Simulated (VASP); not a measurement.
Set up this calculation in VASP 6.6.1, as the native input.

| Quantity | Value |
| --- | --- |
| Task | single point |
| Functional | LDA |
| Potentials or basis | VASP PAW LDA potentials, release 64 (V_sv, Al, C) |
| Cutoff | 520 eV |
| k mesh | 11 × 11 × 2 |
| Occupations | fermi-dirac, width 0.05 eV |
| Spin | collinear spin, ferromagnetic start |
| Starting moments | [2.0, 2.0, 2.0, 2.0, 0.0, 0.0, 0.0, 0.0] μB |
| Dipole correction | no |
| Further INCAR settings | ALGO = Normal; EDIFF = 1e-07; NBANDS = 47 |

The structure of AlV2C lies in POSCAR:

```
AlV2C
1.0
    2.8558759153      0.0000000000      0.0000000000
   -1.4279379576      2.4732610927      0.0000000000
    0.0000000000      0.0000000000     12.9003203012
V Al C
4 2 2
Direct
    0.3333333333      0.6666666667      0.9143820175
    0.6666666667      0.3333333333      0.0856179825
    0.6666666667      0.3333333333      0.4143820175
    0.3333333333      0.6666666667      0.5856179825
    0.6666666667      0.3333333333      0.7500000000
    0.3333333333      0.6666666667      0.2500000000
    0.0000000000      0.0000000000      0.5000000000
    0.0000000000      0.0000000000      0.0000000000
```

The input as run:

INCAR

```
PREC = Accurate
ENCUT = 520
EDIFF = 1E-7
ISMEAR = -1
SIGMA = 0.05
LREAL = F
LASPH = T
NELM = 150
ALGO = Normal
ISIF = 2
LWAVE = F
LCHARG = T
ISPIN = 2
MAGMOM = 2 2 2 2 0 0 0 0
LORBIT = 11
LMAXMIX = 4
LELF = T
LVHAR = T
NBANDS = 47
```

KPOINTS

```
Automatic mesh
0
Gamma
  11 11 2
```

Potentials or basis: VASP PAW LDA potentials, release 64 (V_sv, Al, C).

Command:

```sh
$ cat potpaw_LDA.64/V_sv/POTCAR potpaw_LDA.64/Al/POTCAR potpaw_LDA.64/C/POTCAR > POTCAR
$ mpirun -np 1 vasp_std > vasp.out
```

It gave:

```yaml
Pressure: 0.7 GPa
Largest_force: 0.069 eV/Å
Band_gap_on_the_k_mesh: zero (filled and empty bands overlap)
Net_moment: 0.00 μB per cell
Valence_electrons_inside_the_program's_atomic_spheres: V 11.84; Al 0.85; C 2.51
```

Run time: 5.2 min on 1 thread of Intel(R) Xeon(R) Platinum 8375C CPU @ 2.90GHz (Ice Lake) (shared host), peak memory 0.33 GiB.
